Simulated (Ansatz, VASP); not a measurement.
Al in VASP and in Ansatz

Contents of INCAR:

```
  PREC = Accurate
  ENCUT = 520
  EDIFF = 1E-6
  ISMEAR = 0
  SIGMA = 0.15
  LREAL = False
  LASPH = True
  NELM = 100
  ALGO = Normal
  ISIF = 2
  LWAVE = False
  LCHARG = False
  GGA = PS
  IVDW = 12
  NBANDS = 8
```

Contents of KPOINTS:

```
regular mesh
0
Gamma
  20 20 20
```

Contents of POSCAR:

```
Al
1.0
    0.0000000000      2.0239800000      2.0239800000
    2.0239800000      0.0000000000      2.0239800000
    2.0239800000      2.0239800000      0.0000000000
Al
1
Direct
    0.0000000000      0.0000000000      0.0000000000
```

Input for Ansatz:

```yaml
crystal:
  lattice:
    - [0.0, 2.02398, 2.02398]
    - [2.02398, 0.0, 2.02398]
    - [2.02398, 2.02398, 0.0]
  atoms:
    - { symbol: Al, position: [0.0, 0.0, 0.0] }
basis:
  ecutwfc: 420
kpoints:
  mp_grid: { grid: [20, 20, 20] }
hamiltonian:
  xc: pbesol
  dispersion: d3bj
scf:
  occupations: { method: gaussian, width: 0.15 }
output:
  forces: true
  stress: true
  eigenvalues: true
```

Alike in both runs: task single point; functional PBEsol; dispersion D3(BJ); k mesh 20 × 20 × 20; occupations gaussian, width 0.15 eV; no spin polarisation.

```csv
,VASP,Ansatz
version,VASP 6.6.1,Ansatz 0.2.0
potentials or method,"VASP PAW PBE potentials, release 64 (Al), cutoff 520 eV","scalar-relativistic, plane waves, PAW"
valence electrons in the cell,3,3
```

```tsv
	VASP	Ansatz	Ansatz less VASP
gap on the k mesh at the Fermi level (eV)	none	none	-
pressure (GPa)	-5.0	-5.0	-0.05
```

VASP's potentials were made for PBE, not for PBEsol. A gap of «none» marks a metal or a gap that the smearing closes.
